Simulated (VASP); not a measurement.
## TiO2: single point with PBE+D3(BJ)

Crystal: TiO2.

```
CELL_PARAMETERS angstrom
4.59984 0.00000 0.00000
0.00000 4.59984 0.00000
0.00000 0.00000 2.95921
ATOMIC_POSITIONS crystal
Ti 0.00000 0.00000 0.50000
Ti 0.50000 0.50000 0.00000
O 0.30432 0.30432 0.50000
O 0.19568 0.80432 0.00000
O 0.80432 0.19568 0.00000
O 0.69568 0.69568 0.50000
```

```json
{"Program": "VASP 6.6.1", "Task": "single point", "Functional": "PBE", "Dispersion": "D3(BJ)", "Potentials or basis": "VASP PAW PBE potentials, release 64 (Ti_sv, O)", "Cutoff": "520 eV", "k mesh": "6 × 6 × 9", "Occupations": "fermi-dirac, width 0.05 eV", "Spin": "no spin polarisation"}
```

```
Pressure                   : 1.0 GPa
Largest force              : 0.025 eV/Å
Band gap on the k mesh     : 1.84 eV, direct
Dispersion energy per atom : -0.248 eV
```

Forces on the atoms (eV/Å):
```
Ti   0.000  0.000  0.000
Ti   0.000  0.000  0.000
O   -0.017 -0.017  0.000
O    0.017 -0.017  0.000
O   -0.017  0.017  0.000
O    0.017  0.017  0.000
```

Stress tensor (GPa, compression positive):
```
1.16 0.00 0.00
0.00 1.16 0.00
0.00 0.00 0.64
```

Levels at points of the mesh, in eV from the valence-band top:
```
           k point  band 21  band 22  band 23  band 24  band 25  band 26  band 27  band 28
(0.00, 0.00, 0.00)    -0.71    -0.46    -0.46     0.00     1.84     2.13     2.37     2.47
(0.50, 0.00, 0.00)    -1.65    -1.65    -0.74    -0.74     2.50     2.50     3.00     3.00
(0.50, 0.50, 0.00)    -1.31    -1.31    -1.08    -1.08     1.87     1.87     2.49     2.49
```

It took 39 s on 1 thread of Intel(R) Xeon(R) 6975P-C (Granite Rapids), on a shared host, peak memory 0.22 GiB.

Caveat: three body term missing. A k mesh can miss the band edges.
